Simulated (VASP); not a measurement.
Runs of VASP 6.6.1 on CaO. The structure is that of space group Fm-3m (No. 225), or close to it. The cells are those of the table. 

```tsv
level	cell	k mesh	smearing	grid for exact exchange (PRECFOCK)	screening parameter	gap on the mesh (eV)	pressure (GPa)
PBE	a = 3.255 Å, angles 60.0°, 2 atoms	6 × 6 × 6	gaussian 0.01 eV	-	-	3.55	22.0
PBE	a = 3.413 Å, angles 59.6°, 2 atoms	10 × 10 × 10	fermi-dirac 0.02 eV	-	-	3.62	1.9
PBE	a = 3.255 Å, angles 60.0°, 2 atoms	10 × 10 × 10	fermi-dirac 0.02 eV	-	-	3.55	22.0
r2SCAN	a = 3.255 Å, angles 60.0°, 2 atoms	10 × 10 × 10	gaussian 0.01 eV	-	-	(b)	20.4
PBE	a = 3.391 Å, angles 60.0°, 2 atoms	6 × 6 × 6	gaussian 0.01 eV	-	-	3.63	3.1
PBE	a = 3.386 Å, angles 62.1°, 2 atoms	6 × 6 × 6	gaussian 0.01 eV	-	-	3.53	-1.6
PBE	a = 3.221 Å, angles 60.0°, 2 atoms	6 × 6 × 6	gaussian 0.01 eV	-	-	(a)	28.5
PBE	a = 3.413 Å, angles 59.6°, 2 atoms	6 × 6 × 6	gaussian 0.01 eV	-	-	3.62	1.9
r2SCAN	a = 3.413 Å, angles 59.6°, 2 atoms	10 × 10 × 10	gaussian 0.01 eV	-	-	4.18	(c)
HSE06	a = 3.221 Å, angles 60.0°, 2 atoms	6 × 6 × 6	gaussian 0.01 eV	Normal	0.2079 1/Å	5.21	(d)
```

Alike in all rows: task single point; potentials or basis VASP PAW PBE potentials, release 64 (Ca_sv, O); no spin polarisation; cutoff (eV) 520.

Problem. Estimate the missing entries.

Solution. (a) 3.52; (b) 4.11; (c) -0.2; (d) 26.4.

Caveats: the PAW data sets were made with another functional, which shifts forces and pressure a little (some runs).

A k mesh can miss the band edges.
